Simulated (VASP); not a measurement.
# NbP (I4_1/amd) in VASP: settings compared

NbP is run at these levels: PBE+D3(BJ), r2SCAN, PBE; tasks: single point.

All numbers are computed with VASP 6.6.1; they aren't measurements. Logs are shortened: lines on timing, memory, paths and dates and some standing lists are left out, and cuts for length are marked.

## (1) The cell of the first run

Symmetry: I4_1/amd, No. 141, tetragonal system. The conventional cell has a = 3.325 Å, b = 3.325 Å, c = 11.380 Å, α = 90.00°, β = 90.00°, γ = 90.00°. Nb (site symmetry -4m2) has 4 P at 2.35 Å within 3.1 Å. P (site symmetry -4m2) has 4 Nb at 2.35 Å within 3.1 Å.

## (2) Single point, PBE+D3(BJ)

File INCAR:

```
  PREC = Accurate
  ENCUT = 520
  EDIFF = 1E-6
  ISMEAR = 0
  SIGMA = 0.1
  LREAL = F
  LASPH = T
  NELM = 60
  ALGO = Normal
  ISIF = 2
  LWAVE = F
  LCHARG = T
  GGA = PE
  IVDW = 12
  LELF = T
  LVHAR = T
  NBANDS = 26
```

File KPOINTS:

```
Automatic mesh
0
Gamma
  2 2 2
```

File POSCAR:

```
NbP
1.0
   -1.6625000000      1.6625000000      5.6900000000
    1.6625000000     -1.6625000000      5.6900000000
    1.6625000000      1.6625000000     -5.6900000000
Nb P
2 2
Direct
    0.0000000000      0.0000000000      0.0000000000
    0.7500000000      0.2500000000      0.5000000000
    0.5000000000      0.5000000000      0.0000000000
    0.2500000000      0.7500000000      0.5000000000
```

Potentials or basis: VASP PAW PBE potentials, release 64 (Nb_sv, P).

Started as:

```
> cat potpaw_PBE.64/Nb_sv/POTCAR potpaw_PBE.64/P/POTCAR > POTCAR
> mpirun -np 1 vasp_std > vasp.out
```

OUTCAR:

```text
PREC = Accurate
   ENCUT = 520
   EDIFF = 1E-6
   ISMEAR = 0
   LREAL = F
   LASPH = T
   NELM = 60
   ISIF = 2
   GGA = PE
   IVDW = 12
 IVDW          = 12

 ion  position               nearest neighbor table
   1  0.000  0.000  0.000-   3 2.35   3 2.35   3 2.35   3 2.35
   2  0.750  0.250  0.500-   4 2.35   4 2.35   4 2.35   4 2.35
   3  0.500  0.500  0.000-   1 2.35   1 2.35   1 2.35   1 2.35
   4  0.250  0.750  0.500-   2 2.35   2 2.35   2 2.35   2 2.35

  LATTYP: Found a body centered tetragonal cell.
 ALAT       =     3.3250000000
 C/A-ratio  =     3.4225563910

  Lattice vectors:

 A1 = (  -1.6625000000,   1.6625000000,   5.6900000000)
 A2 = (   1.6625000000,  -1.6625000000,   5.6900000000)
 A3 = (   1.6625000000,   1.6625000000,  -5.6900000000)

Analysis of symmetry for initial positions (statically):
=====================================================================
 Subroutine PRICEL returns:
 Original cell was already a primitive cell.

 Routine SETGRP: Setting up the symmetry group for a
 body centered tetragonal supercell.

 Subroutine GETGRP returns: Found 16 space group operations
 (whereof  8 operations were pure point group operations)
 out of a pool of 16 trial point group operations.

The static configuration has the point symmetry D_2d.
 The point group associated with its full space group is D_4h.

Analysis of symmetry for dynamics (positions and initial velocities):
=====================================================================
 Subroutine PRICEL returns:
 Original cell was already a primitive cell.

 Routine SETGRP: Setting up the symmetry group for a
 body centered tetragonal supercell.

 Subroutine GETGRP returns: Found 16 space group operations
 (whereof  8 operations were pure point group operations)
 out of a pool of 16 trial point group operations.

The dynamic configuration has the point symmetry D_2d.
 The point group associated with its full space group is D_4h.

 Subroutine INISYM returns: Found 16 space group operations
 (whereof  8 operations are pure point group operations),
 and found     1 'primitive' translations

----------------------------------------------------------------------------------------

                                     Primitive cell

  volume of cell :      62.9065

  direct lattice vectors                    reciprocal lattice vectors
    -1.662500000  1.662500000  5.690000000     0.000000000  0.300751880  0.087873462
     1.662500000 -1.662500000  5.690000000     0.300751880  0.000000000  0.087873462
     1.662500000  1.662500000 -5.690000000     0.300751880  0.300751880  0.000000000

  length of vectors
     6.156615344  6.156615344  6.156615344     0.313326409  0.313326409  0.425327387

  position of ions in fractional coordinates (direct lattice)
     0.000000000  0.000000000  0.000000000
     0.750000000  0.250000000  0.500000000
     0.500000000  0.500000000  0.000000000
     0.250000000  0.750000000  0.500000000

  ion indices of the primitive-cell ions
   primitive index   ion index
                 1           1
                 2           2
                 3           3
                 4           4

----------------------------------------------------------------------------------------

 KPOINTS: Automatic mesh

Automatic generation of k-mesh.
 Grid dimensions read from file:
 generate k-points for:    2    2    2

 Generating k-lattice:

  Cartesian coordinates                     Fractional coordinates (reciprocal lattice)
     0.000000000  0.150375940  0.043936731     0.500000000  0.000000000  0.000000000
     0.150375940  0.000000000  0.043936731     0.000000000  0.500000000  0.000000000
     0.150375940  0.150375940  0.000000000     0.000000000  0.000000000  0.500000000

  Length of vectors
     0.156663204  0.156663204  0.212663694

  Shift w.r.t. Gamma in fractional coordinates (k-lattice)
     0.000000000  0.000000000  0.000000000

 Subroutine IBZKPT returns following result:
 ===========================================

 Found      4 irreducible k-points:

 Following reciprocal coordinates:
            Coordinates               Weight
  0.000000  0.000000  0.000000      1.000000
  0.500000 -0.000000  0.000000      4.000000
  0.500000  0.500000  0.000000      2.000000
  0.500000  0.500000  0.500000      1.000000
   k-points           NKPTS =      4   k-points in BZ     NKDIM =      4   number of bands    NBANDS=     26
   number of dos      NEDOS =    301   number of ions     NIONS =      4
   total plane-waves  NPLWV = 110592
   dimension x,y,z NGX =    48 NGY =   48 NGZ =   48
   dimension x,y,z NGXF=    96 NGYF=   96 NGZF=   96
   ions per type =               2   2
   NGX,Y,Z   is equivalent  to a cutoff of  12.96, 12.96, 12.96 a.u.
   NGXF,Y,Z  is equivalent  to a cutoff of  25.92, 25.92, 25.92 a.u.
 SYSTEM =  unknown system
   PREC   = accura    normal or accurate (medium, high low for compatibility)
   ISTART =      0    job   : 0-new  1-cont  2-samecut
   ICHARG =      2    charge: 1-file 2-atom 10-const
   ISPIN  =      1    spin polarized calculation?
   LNONCOLLINEAR =      F non collinear calculations
   LSORBIT =      F    spin-orbit coupling
   LASPH  =      T    aspherical Exc in radial PAW
   ENCUT  =  520.0 eV  38.22 Ry    6.18 a.u.  11.45 11.45 11.45*2*pi/ulx,y,z
   NELM   =     60;   NELMIN=  2; NELMDL= -5     # of ELM steps
   EDIFF  = 0.1E-05   stopping-criterion for ELM
   LREAL  =      F    real-space projection
   EDIFFG = 0.1E-04   stopping-criterion for IOM
   NSW    =      0    number of steps for IOM
   IBRION =     -1    ionic relax: 0-MD 1-quasi-New 2-CG
   NFREE  =      0    steps in history (QN), initial steepest desc. (CG)
   ISIF   =      2    stress and relaxation
   ISYM   =      2    0-nonsym 1-usesym 2-fastsym
   POTIM  = 0.5000    time-step for ionic-motion
   TEBEG  =    0.0;   TEEND  =   0.0 temperature during run
   PSTRESS=    0.0 pullay stress
   NELECT =      36.0000    total number of electrons
   NUPDOWN=      -1.0000    fix difference up-down
   EMIN   =  10.00;   EMAX   =-10.00  energy-range for DOS
   EFERMI =   0.00;   METHOD = LEGACY
   ISMEAR =     0;   SIGMA  =   0.10  broadening in eV -4-tet -1-fermi 0-gaus
   EFERMI_NEDOS =   21; number of points for ismear=-14 and -15
   IALGO  =     38    algorithm
   IMIX   =      4    mixing-type and parameters
     AMIX     =   0.40;   BMIX     =  1.00
     AMIX_MAG =   1.60;   BMIX_MAG =  1.00
  volume/ion in A,a.u.               =      15.73       106.13
  Fermi-wavevector in a.u.,A,eV,Ry     =   1.359181  2.568479 25.135018  1.847372
  Thomas-Fermi vector in A             =   2.485950
   LORBIT       =      0    0 simple, 1 ext, 2 COOP (PROOUT), +10 PAW based schemes
   GGA     = PE    functional components
   LHFCALC =     F    Hartree Fock is set to
   AEXX    =    0.0000 exact exchange contribution
   IVDW    =    12    specifies the selected vdW correction
   LEPSILON=     F    determine dielectric tensor
   LRPA    =     F    only Hartree local field effects (RPA)
 non-spin polarized calculation
 Gauss-broadening in eV      SIGMA  =   0.10
  energy-cutoff  :      520.00
  volume of cell :       62.91
 maximum number of plane-waves:      1712
 NGX is ok and might be reduce to    48
   NGX = 23   NGY = 23   NGZ = 23

 number of electron      36.0000000 magnetization

 Free energy of the ion-electron system (eV)
  ---------------------------------------------------
  ext. energy  EPLUGINS =         0.00000000
  ---------------------------------------------------
  free energy    TOTEN  =       -30.81778613 eV

  energy without entropy =      -30.81778312  energy(sigma->0) =      -30.81778463

 E-fermi :  11.4188     XC(G=0): -12.0556

 val. band max:       11.1273887190   @ k =   0.0000   0.0000   0.0000
 cond. band min:      11.7290382735   @ k =   0.5000   0.5000   0.5000
 fundamental gap:      0.6016495544
 Fermi energy:        11.4188247905

 k-point     1 :       0.0000    0.0000    0.0000
  band No.  band energies     occupation
      1     -43.8301      2.00000
      2     -43.7909      2.00000
      3     -20.1129      2.00000
      4     -19.9139      2.00000
      5     -19.9139      2.00000
      6     -19.8932      2.00000
      7     -19.8932      2.00000
      8     -19.7448      2.00000
      9      -2.0102      2.00000
     10      -0.2756      2.00000
     11       5.5662      2.00000
     12       7.7298      2.00000
     13       7.8879      2.00000
     14       9.3962      2.00000
     15      10.3582      2.00000
     16      10.3582      2.00000
     17      10.5512      2.00000
     18      10.5512      2.00000
     19      10.6579      2.00000
     20      11.1274      1.99996
     21      12.3783      0.00000
     22      12.4016      0.00000
     23      12.4016      0.00000
     24      12.7629      0.00000
     25      12.7629      0.00000
     26      14.5847      0.00000

 k-point     2 :       0.5000   -0.0000    0.0000
  band No.  band energies     occupation
      1     -43.7980      2.00000
      2     -43.7789      2.00000
      3     -20.2697      2.00000
      4     -20.2366      2.00000
      5     -19.9725      2.00000
      6     -19.8893      2.00000
      7     -19.8450      2.00000
      8     -19.8039      2.00000
      9       0.6792      2.00000
     10       1.5343      2.00000
     11       4.4311      2.00000
     12       4.4905      2.00000
     13       5.8524      2.00000
     14       6.4581      2.00000
     15       6.9056      2.00000
     16       8.3559      2.00000
     17      10.6353      2.00000
     18      11.7462      0.00000
     19      13.1354      0.00000
     20      13.1405      0.00000
     21      13.5051      0.00000
     22      14.0202      0.00000
     23      14.3772      0.00000
     24      15.3617      0.00000
     25      16.5808      0.00000
     26      17.1473      0.00000

 k-point     3 :       0.5000    0.5000    0.0000
  band No.  band energies     occupation
      1     -43.7682      2.00000
      2     -43.7682      2.00000
      3     -20.1895      2.00000
      4     -20.1895      2.00000
      5     -20.1666      2.00000
      6     -20.1666      2.00000
      7     -19.8509      2.00000
      8     -19.8509      2.00000
      9      -0.0810      2.00000
     10      -0.0810      2.00000
     11       7.3462      2.00000
     12       7.3462      2.00000
     13       7.7546      2.00000
     14       7.7546      2.00000
     15       8.6965      2.00000
     16       8.6965      2.00000
     17       9.2909      2.00000
     18       9.2909      2.00000
     19      12.3150      0.00000
     20      12.3150      0.00000
     21      13.0141      0.00000
     22      13.0141      0.00000
     23      14.1268      0.00000
     24      14.1268      0.00000
     25      15.8873      0.00000
     26      15.9528      0.00000

 k-point     4 :       0.5000    0.5000    0.5000
  band No.  band energies     occupation
      1     -43.8105      2.00000
      2     -43.8105      2.00000
      3     -19.9392      2.00000
      4     -19.9392      2.00000
      5     -19.9316      2.00000
      6     -19.9316      2.00000
      7     -19.8677      2.00000
      8     -19.8677      2.00000
      9      -1.2379      2.00000
     10      -1.2379      2.00000
     11       7.0339      2.00000
     12       7.0339      2.00000
     13       7.9874      2.00000
     14       7.9874      2.00000
     15      10.3621      2.00000
     16      10.3621      2.00000
     17      10.5721      2.00000
     18      10.5721      2.00000
     19      10.8848      2.00000
     20      10.8848      2.00000
     21      11.7290      0.00001
     22      11.7290      0.00001
     23      13.5410      0.00000
     24      13.5410      0.00000
     25      13.8763      0.00000
     26      13.8763      0.00000

------------------------ aborting loop because EDIFF is reached ----------------------------------------

 Edisp (eV)   -2.53670

 E8    (eV) :    -1.1186

  FORCE on cell =-STRESS in cart. coord.  units (eV):
  Direction    XX          YY          ZZ          XY          YZ          ZX
  --------------------------------------------------------------------------------------
  -------------------------------------------------------------------------------------
  Total      15.47416    15.47416   -11.83627     0.00000    -0.00000     0.00000
  in kB     394.11421   394.11421  -301.46016     0.00000    -0.00000     0.00000
  external pressure =      162.26 kB  Pullay stress =        0.00 kB

 VOLUME and BASIS-vectors are now :
 -----------------------------------------------------------------------------
  energy-cutoff  :      520.00
  volume of cell :       62.91
      direct lattice vectors                 reciprocal lattice vectors
    -1.662500000  1.662500000  5.690000000     0.000000000  0.300751880  0.087873462
     1.662500000 -1.662500000  5.690000000     0.300751880  0.000000000  0.087873462
     1.662500000  1.662500000 -5.690000000     0.300751880  0.300751880  0.000000000

 POSITION                                       TOTAL-FORCE (eV/Angst)
 -----------------------------------------------------------------------------------
      0.00000      0.00000      0.00000        -0.000000     -0.000000      0.000000
     -0.00000      1.66250      2.84500         0.000000      0.000000      0.000000
      0.00000      0.00000      5.69000        -0.000000      0.000000     -0.000000
      1.66250     -0.00000      2.84500         0.000000     -0.000000     -0.000000
 -----------------------------------------------------------------------------------
    total drift:                                0.000000     -0.000000      0.000000

  FREE ENERGIE OF THE ION-ELECTRON SYSTEM (eV)
  ---------------------------------------------------
  free  energy   TOTEN  =       -33.3544825018 eV

  energy  without entropy=      -33.3544794984  energy(sigma->0) =      -33.35448100
```

It took 23 s on 1 thread of Intel Xeon Platinum 8259CL at 2.50GHz (Skylake/Cascade Lake), shared host; peak memory 0.31 GiB.

Results:

* Free energy: -33.3545 eV
* Pressure: 16.2 GPa
* Band gap on the k mesh: zero (band 18 reaches 11.75 eV, above the bottom of band 19 at 10.66 eV)
* Dispersion energy per atom: -0.634 eV

Levels at points of the mesh, in eV from the Fermi level:
```csv
k point,band 17,band 18,band 19,band 20,band 21,band 22
"(0.00, 0.00, 0.00)",-0.87,-0.87,-0.76,-0.29,0.96,0.98
"(0.50, 0.00, 0.00)",-0.78,0.33,1.72,1.72,2.09,2.60
"(0.50, 0.50, 0.00)",-2.13,-2.13,0.90,0.90,1.60,1.60
"(0.50, 0.50, 0.50)",-0.85,-0.85,-0.53,-0.53,0.31,0.31
```

Caveat: the k points lie up to 1.34 Å⁻¹ apart; three body term missing; pairwise dispersion overbinds metals, which lowers pressure and volume.

## (3) Single point, r2SCAN

POSCAR is that of step 2.

File INCAR.step1:

```
SYSTEM = NbP
PREC = Accurate ; ENCUT = 520
ISMEAR = 0 ; SIGMA = 0.1
LREAL = .False. ; LASPH = .True.
NELM = 60 ; NBANDS = 26
GGA = PE ; ALGO = Normal
EDIFF = 1E-4 ; LWAVE = .True.
LCHARG = .False.
```

File INCAR.step2:

```
SYSTEM = NbP
PREC = Accurate ; ENCUT = 520
EDIFF = 1E-6 ; ISMEAR = 0
SIGMA = 0.1 ; LREAL = .False.
LASPH = .True. ; NELM = 60
ALGO = Normal ; ISIF = 2
LWAVE = .False. ; LCHARG = .True.
METAGGA = R2SCAN ; LMIXTAU = .True.
LELF = .True. ; LVHAR = .True.
NBANDS = 26 ; ISTART = 1
```

File KPOINTS:

```
Automatic mesh
0
Gamma
  2 2 3
  0 0 0
```

Potentials or basis: VASP PAW PBE potentials, release 64 (Nb_sv, P).

Started as:

```
> cat potpaw_PBE.64/Nb_sv/POTCAR potpaw_PBE.64/P/POTCAR > POTCAR
> cp INCAR.step1 INCAR
> mpirun -np 1 vasp_std > vasp.out
> cp INCAR.step2 INCAR
> mpirun -np 1 vasp_std > vasp.out
```

It took 95 s on 1 thread of Intel Xeon Platinum 8259CL at 2.50GHz (Skylake/Cascade Lake), shared host; peak memory 0.34 GiB.

The run converged. Its results:

- Free energy: -68.6027 eV
- Pressure: 17.8 GPa
- Band gap on the k mesh: zero (band 18 reaches 11.95 eV, above the bottom of band 19 at 10.48 eV)

Stress tensor (GPa, compression positive):
```
 32.53   0.00   0.00
  0.00  32.53   0.00
  0.00   0.00 -11.64
```

Levels at points of the mesh, in eV from the Fermi level:
| k point | band 16 | band 17 | band 18 | band 19 | band 20 | band 21 |
| --- | --- | --- | --- | --- | --- | --- |
| (0.00, 0.00, 0.00) | -1.20 | -0.97 | -0.97 | -0.87 | -0.39 | 0.95 |
| (0.50, 0.00, 0.00) | -3.15 | -0.61 | 0.59 | 2.06 | 2.09 | 2.41 |
| (0.50, 0.50, 0.00) | -2.82 | -2.07 | -2.07 | 0.96 | 0.96 | 1.91 |

Caveat: the k points lie up to 0.98 Å⁻¹ apart; the PAW data sets were made with another functional, which shifts forces and pressure a little.

## (4) Single point, PBE

File INCAR:

```
ALGO = Normal ; EDIFF = 1E-6
ENCUT = 520 ; GGA = PE
ISIF = 2 ; ISMEAR = 0
LASPH = True ; LCHARG = False
LREAL = False ; LWAVE = False
NBANDS = 26 ; NELM = 100
PREC = Accurate ; SIGMA = 0.1
```

File KPOINTS:

```
k-points
0
Gamma
  6 6 6
```

POSCAR is that of step 3.

Started as:

```
> cat potpaw_PBE.64/Nb_sv/POTCAR potpaw_PBE.64/P/POTCAR > POTCAR
> mpirun -np 1 vasp_std > vasp.out
```

It took 1.8 min on 1 thread of Intel Xeon Platinum 8259CL at 2.50GHz (Skylake/Cascade Lake), shared host; peak memory 0.33 GiB.

It converged, with:

- Free energy: -32.1486 eV
- Pressure: 18.7 GPa
- Band gap on the k mesh: zero (band 18 reaches 11.84 eV, above the bottom of band 19 at 10.57 eV)

Stress tensor (GPa, compression positive):
```
 33.20   0.00   0.00
  0.00  33.20   0.00
  0.00   0.00 -10.26
```

Levels at points of the mesh, in eV from the Fermi level:
```
           k point  band 14  band 15  band 16  band 17  band 18  band 19  band 20  band 21  band 22  band 23
(0.00, 0.00, 0.00)    -1.63    -0.86    -0.86    -0.67    -0.67    -0.58    -0.12     1.12     1.26     1.26
(0.50, 0.00, 0.00)    -4.81    -4.37    -2.80    -0.40     0.69     2.06     2.08     2.32     2.84     3.25
(0.50, 0.50, 0.00)    -3.45    -2.47    -2.47    -1.83    -1.83     1.12     1.12     1.95     1.95     2.94
(0.50, 0.50, 0.50)    -3.22    -0.88    -0.88    -0.54    -0.54    -0.35    -0.35     0.42     0.42     2.48
```

Caveat: the k points lie up to 0.45 Å⁻¹ apart.

## (5) Single point, PBE

File INCAR:

```
ALGO = Normal
EDIFF = 1E-6
ENCUT = 520
GGA = PE
ISIF = 2
ISMEAR = 1
LASPH = T
LCHARG = F
LREAL = F
LWAVE = F
NBANDS = 26
NELM = 60
PREC = Accurate
SIGMA = 0.1
```

KPOINTS is that of step 4.

POSCAR is that of step 4.

Started as:

```
> cat potpaw_PBE.64/Nb_sv/POTCAR potpaw_PBE.64/P/POTCAR > POTCAR
> mpirun -np 1 vasp_std > vasp.out
```

It took 94 s on 1 thread of Intel Xeon Platinum 8259CL at 2.50GHz (Skylake/Cascade Lake), shared host; peak memory 0.33 GiB.

The run converged. Its results:

| Quantity | Value |
| --- | --- |
| Free energy | -32.1430 eV |
| Pressure | 18.7 GPa |
| Band gap on the k mesh | zero (band 18 reaches 11.84 eV, above the bottom of band 19 at 10.57 eV) |

Stress tensor (GPa, compression positive):
```
 33.14   0.00   0.00
  0.00  33.14   0.00
  0.00   0.00 -10.25
```

Levels at points of the mesh, in eV from the Fermi level:
```
           k point  band 14  band 15  band 16  band 17  band 18  band 19  band 20  band 21  band 22  band 23
(0.00, 0.00, 0.00)    -1.61    -0.84    -0.84    -0.65    -0.65    -0.56    -0.10     1.13     1.28     1.28
(0.50, 0.00, 0.00)    -4.79    -4.35    -2.78    -0.39     0.71     2.08     2.09     2.34     2.86     3.27
(0.50, 0.50, 0.00)    -3.43    -2.45    -2.45    -1.81    -1.81     1.14     1.14     1.97     1.97     2.95
(0.50, 0.50, 0.50)    -3.20    -0.86    -0.86    -0.53    -0.53    -0.34    -0.34     0.44     0.44     2.50
```

Caveat: the k points lie up to 0.45 Å⁻¹ apart.

## (6) Overview

| level | k mesh | smearing | gap on the mesh (eV) | pressure (GPa) |
| --- | --- | --- | --- | --- |
| PBE+D3(BJ) | 2 × 2 × 2 | gaussian 0.1 eV | none | 16.2 |
| r2SCAN | 2 × 2 × 3 | gaussian 0.1 eV | none | 17.8 |
| PBE | 6 × 6 × 6 | gaussian 0.1 eV | none | 18.7 |
| PBE | 6 × 6 × 6 | methfessel-paxton 0.1 eV | none | 18.7 |

Alike in all rows: task single point; potentials or basis VASP PAW PBE potentials, release 64 (Nb_sv, P); no spin polarisation; cell as given; cutoff (eV) 520.

Caveats: all runs use coarse meshes; three body term missing (some runs); pairwise dispersion overbinds metals, which lowers pressure and volume (some runs); the PAW data sets were made with another functional, which shifts forces and pressure a little (some runs).

Total energies depend on the potentials used, so only differences within one code and one set of settings carry meaning.
